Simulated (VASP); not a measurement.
## Sb: single point with PBE

The system is Sb.

```
Sb
1.0
    -1.87134    1.87134    1.87134
     1.87134   -1.87134    1.87134
     1.87134    1.87134   -1.87134
Sb
1
Direct
  0.00000 0.00000 0.00000
```

* Program: VASP 6.6.1
* Task: single point
* Functional: PBE
* Potentials or basis: VASP PAW PBE potentials, release 64 (Sb)
* Cutoff: 520 eV
* k mesh: 10 × 10 × 10
* Occupations: gaussian, width 0.013 eV
* Spin: no spin polarisation

| Quantity | Value |
| --- | --- |
| Pressure | 3.0 GPa |

Levels at points of the mesh, in eV from the Fermi level:
| k point | band 1 | band 2 | band 3 | band 4 | band 5 | band 6 |
| --- | --- | --- | --- | --- | --- | --- |
| (0.00, 0.00, 0.00) | -13.03 | 5.73 | 5.73 | 5.73 | 10.67 | 10.67 |
| (0.50, 0.00, 0.00) | -8.83 | -5.74 | 1.77 | 3.85 | 6.53 | 6.97 |
| (0.50, 0.50, 0.50) | -5.44 | -2.04 | -2.04 | -2.04 | 2.93 | 2.93 |

It took 5.9 s on 1 thread of AMD EPYC 7R13 Processor (Zen 3) (shared host), peak memory 0.11 GiB.

Caveat: spin-orbit coupling is left out, which moves the levels of the heavy elements.
